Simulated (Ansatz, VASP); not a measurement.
Given: the input of a run of VASP 6.6.1 on BaTaCuO5.

File INCAR:

```
SYSTEM = BaTaCuO5
  PREC = Accurate
  ENCUT = 520
  EDIFF = 1E-7
  ISMEAR = -1
  SIGMA = 0.05
  LREAL = .FALSE.
  LASPH = .TRUE.
  NELM = 80
  ALGO = Normal
  ISIF = 2
  LWAVE = .FALSE.
  LCHARG = .FALSE.
  GGA = PE
  NBANDS = 41
```

The input KPOINTS:

```
Automatic mesh
0
G
  7 7 3
  0 0 0
```

The input POSCAR:

```
BaTaCuO5
1.0
    3.8053350000      0.0000000000      0.0000000000
    0.0000000000      3.8053350000      0.0000000000
    0.0000000000      0.0000000000      9.1728540000
Ta Ba Cu O
1 1 1 5
Direct
    0.0000000000      0.0000000000      0.7083950000
    0.5000000000      0.5000000000      0.0293030000
    0.0000000000      0.0000000000      0.2753060000
    0.0000000000      0.0000000000      0.9122970000
    0.0000000000      0.5000000000      0.2356750000
    0.5000000000      0.0000000000      0.2356750000
    0.0000000000      0.5000000000      0.6636100000
    0.5000000000      0.0000000000      0.6636100000
```

Potentials or basis: VASP PAW PBE potentials, release 64 (Ta_pv, Ba_sv, Cu, O).

Launch:

```sh
$ cat potpaw_PBE.64/Ta_pv/POTCAR potpaw_PBE.64/Ba_sv/POTCAR potpaw_PBE.64/Cu/POTCAR potpaw_PBE.64/O/POTCAR > POTCAR
$ mpirun -np 1 vasp_std > vasp.out
```

Task: Set up the same calculation for Ansatz 0.2.0. Potentials there: Ansatz PAW.

Result: As run (the cutoff follows the program's own potentials):

input.yaml

```yaml
crystal:
  lattice:
    - [3.805335, 0.0, 0.0]
    - [0.0, 3.805335, 0.0]
    - [0.0, 0.0, 9.172854]
  atoms:
    - { symbol: Ta, position: [0.0, 0.0, 0.708395] }
    - { symbol: Ba, position: [0.5, 0.5, 0.029303] }
    - { symbol: Cu, position: [0.0, 0.0, 0.275306] }
    - { symbol: O, position: [0.0, 0.0, 0.912297] }
    - { symbol: O, position: [0.0, 0.5, 0.235675] }
    - { symbol: O, position: [0.5, 0.0, 0.235675] }
    - { symbol: O, position: [0.0, 0.5, 0.66361] }
    - { symbol: O, position: [0.5, 0.0, 0.66361] }
hamiltonian:
  xc: pbe
  pseudopotentials: { kind: paw }
kpoints:
  mp_grid: { grid: [7, 7, 3] }
scf:
  occupations: { method: fermi_dirac, width: 0.05 }
output:
  forces: true
  stress: true
  eigenvalues: true
```

Potentials or basis: Ansatz PAW.

Run with:

```sh
$ ansatz run input.yaml --threads 4 --pin off --max-ram 10240MiB --backend cpu --events-out ev --progress --plain --runs-dir out
```

Both were run:

|  | VASP | Ansatz | Ansatz less VASP |
| --- | --- | --- | --- |
| gap on the k mesh at the Fermi level (eV) | none | none | - |
| pressure (GPa) | -0.3 | -1.4 | -1.11 |
| traceless stress, the component that is largest in VASP (GPa) | -0.20 | -0.04 | +0.168 |
| rms of the force components (eV/Å) | 0.048 | 0.106 | +0.0586 |

Atom by atom the forces differ by 0.062 eV/Å (rms over components). A gap of «none» marks a metal or a gap that the smearing closes. VASP's potentials hold 62 valence electrons a cell and Ansatz's 72, so a difference there can come from the potentials and not from the codes.

Neither program's run includes spin-orbit coupling.
